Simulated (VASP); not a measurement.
KI, 4 atoms in the cell. It takes space group P4/nmm (No. 129, tetragonal). The conventional cell has a = 6.144 Å, b = 6.144 Å, c = 4.338 Å, α = 90.00°, β = 90.00°, γ = 90.00°. K (site symmetry -4m2) has 8 I at 3.73 to 3.80 Å and 6 K at 4.34 Å within 4.9 Å. I (site symmetry 4mm) has 8 K at 3.73 to 3.80 Å and 6 I at 4.34 to 4.35 Å within 4.9 Å. 

- Program: VASP 6.6.1
- Task: single point
- Functional: PBE
- Potentials or basis: VASP PAW PBE potentials, release 64 (K_sv, I)
- Cutoff: 520 eV
- k mesh: 4 × 4 × 6
- Occupations: gaussian, width 0.02 eV
- Spin: no spin polarisation
- Dipole correction: no
- Further INCAR settings: ALGO = Normal; EDIFF = 1e-06; NBANDS = 24

Potentials or basis: VASP PAW PBE potentials, release 64 (K_sv, I).

Launch:

```console
$ cat potpaw_PBE.64/K_sv/POTCAR potpaw_PBE.64/I/POTCAR > POTCAR
$ mpirun -np 1 vasp_std > vasp.out
```

Hardware: 1 thread of Intel(R) Xeon(R) Platinum 8488C (Sapphire Rapids), with other jobs on the host.

Estimate the wall time of this run.

Wall time 85 s on 1 thread of Intel(R) Xeon(R) Platinum 8488C (Sapphire Rapids) (shared host), peak memory 0.28 GiB. Counts: scf iterations 14, k points 24.
